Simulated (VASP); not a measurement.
Al3BiO3, 7 atoms in the cell. It takes space group P3m1 (No. 156, trigonal). The conventional cell has a = 3.048 Å, b = 3.048 Å, c = 14.382 Å, α = 90.00°, β = 90.00°, γ = 120.00°. Within 2.3 Å of Al (site symmetry 3m) lie 4 O at 1.73 to 1.84 Å. Al (site symmetry 3m) has 6 O at 1.89 to 2.14 Å within 2.5 Å. Within 4.0 Å of Al (site symmetry 3m) lie 6 Al at 3.05 Å and 3 Bi at 3.23 Å and 3 O at 3.76 Å. Within 4.0 Å of Bi (site symmetry 3m) lie 6 Bi at 3.05 Å and 3 Al at 3.23 Å. Within 2.3 Å of O (site symmetry 3m) lie 4 Al at 1.73 to 2.14 Å. O (site symmetry 3m) has 3 Al at 1.84 Å within 2.4 Å. O (site symmetry 3m) has 3 Al at 1.89 Å and 3 O at 2.60 Å within 2.6 Å. 

```yaml
Program: VASP 6.6.1
Task: single point
Functional: PBE
Potentials_or_basis: VASP PAW PBE potentials, release 64 (Al, Bi_d, O)
Cutoff: 520 eV
k_mesh: 12 × 12 × 4
Occupations: gaussian, width 0.1 eV
Spin: no spin polarisation
Dipole_correction: no
Further_INCAR_settings: ALGO = Normal; EDIFF = 1e-07; NBANDS = 30
```

Potentials or basis: VASP PAW PBE potentials, release 64 (Al, Bi_d, O).

Command:

```console
$ cat potpaw_PBE.64/Al/POTCAR potpaw_PBE.64/Bi_d/POTCAR potpaw_PBE.64/O/POTCAR > POTCAR
$ mpirun -np 1 vasp_std > vasp.out
```

Hardware: 1 thread of Intel(R) Xeon(R) 6975P-C (Granite Rapids) (shared host).

Q: How long does it take, and how much memory?

A: Wall time 110 s on 1 thread of Intel(R) Xeon(R) 6975P-C (Granite Rapids), on a shared host, peak memory 0.37 GiB. Counts: scf iterations 16, k points 69.
